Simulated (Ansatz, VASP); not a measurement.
# TlRu3: VASP beside Ansatz

Contents of INCAR:

```
SYSTEM = TlRu3
PREC = Accurate
ENCUT = 520
EDIFF = 1E-6
ISMEAR = 0
SIGMA = 0.1
LREAL = .False.
LASPH = .True.
NELM = 80
ALGO = Normal
ISIF = 2
LWAVE = .False.
LCHARG = .True.
GGA = PE
LELF = .True.
LVHAR = .True.
NBANDS = 36
```

Contents of KPOINTS:

```
Automatic mesh
0
Gamma
  4 4 4
  0 0 0
```

POSCAR

```
TlRu3
1.0
    4.0504357287      0.0000000000      0.0000000000
    0.0000000000      4.0504357287      0.0000000000
    0.0000000000      0.0000000000      4.0504357287
Tl Ru
1 3
Direct
    0.0000000000      0.0000000000      0.0000000000
    0.0000000000      0.5000000000      0.5000000000
    0.5000000000      0.0000000000      0.5000000000
    0.5000000000      0.5000000000      0.0000000000
```

Input for Ansatz:

```yaml
crystal:
  lattice:
    - [4.0504357287, 0.0, 0.0]
    - [0.0, 4.0504357287, 0.0]
    - [0.0, 0.0, 4.0504357287]
  atoms:
    - { symbol: Tl, position: [0.0, 0.0, 0.0] }
    - { symbol: Ru, position: [0.0, 0.5, 0.5] }
    - { symbol: Ru, position: [0.5, 0.0, 0.5] }
    - { symbol: Ru, position: [0.5, 0.5, 0.0] }
basis:
  ecutwfc: 420
kpoints:
  mp_grid: { grid: [4, 4, 4] }
hamiltonian:
  xc: pbe
scf:
  occupations: { method: gaussian, width: 0.1 }
  lower_state_search: "off"
output:
  forces: true
  stress: true
  eigenvalues: true
```

Alike in both runs: task single point; functional PBE; k mesh 4 × 4 × 4; occupations gaussian, width 0.1 eV; no spin polarisation.

```csv
,VASP,Ansatz
version,VASP 6.6.1,Ansatz 0.2.0
potentials or method,"VASP PAW PBE potentials, release 64 (Tl_d, Ru_pv), cutoff 520 eV","scalar-relativistic, plane waves, PAW"
valence electrons in the cell,55,61
```

|  | VASP | Ansatz | Ansatz less VASP |
| --- | --- | --- | --- |
| gap on the k mesh at the Fermi level (eV) | none | none | - |
| pressure (GPa) | -8.9 | -8.8 | +0.02 |

A gap of «none» marks a metal or a gap that the smearing closes. The functional is the same, so the differences come from potentials, cutoffs and numerics. VASP's potentials hold 55 valence electrons a cell and Ansatz's 61, so a difference there can come from the potentials and not from the codes.

The k mesh is coarse, so the values compare programs but aren't converged. Spin-orbit coupling is off throughout.
